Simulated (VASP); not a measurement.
Runs of VASP 6.6.1 on P. The structure is that of space group R-3m (No. 166), or close to it. The cells are those of the table. 

| cell | gap on the mesh (eV) | pressure (GPa) | largest force (eV/Å) |
| --- | --- | --- | --- |
| a = 3.509 Å, angles 62.6°, 2 atoms | none | (a) | 0.55 |
| a = 3.853 Å, angles 51.4°, 2 atoms | none | 0.3 | 0.01 |
| a = 3.781 Å, angles 53.4°, 2 atoms | none | -0.6 | 0.18 |
| a = 3.447 Å, angles 65.3°, 2 atoms | none | -7.0 | 0.59 |

Alike in all rows: task single point; level PBEsol; potentials or basis VASP PAW PBE potentials, release 64 (P); no spin polarisation; k mesh 18 × 18 × 18; cutoff (eV) 520; smearing gaussian 0.15 eV.

Q: Estimate the missing entries.

A: (a) -5.6.

Caveats: the PAW data sets were made with another functional, which shifts forces and pressure a little; the cell stands under tension (at least some runs).

A gap of «none» marks levels without a gap at the run's occupations.
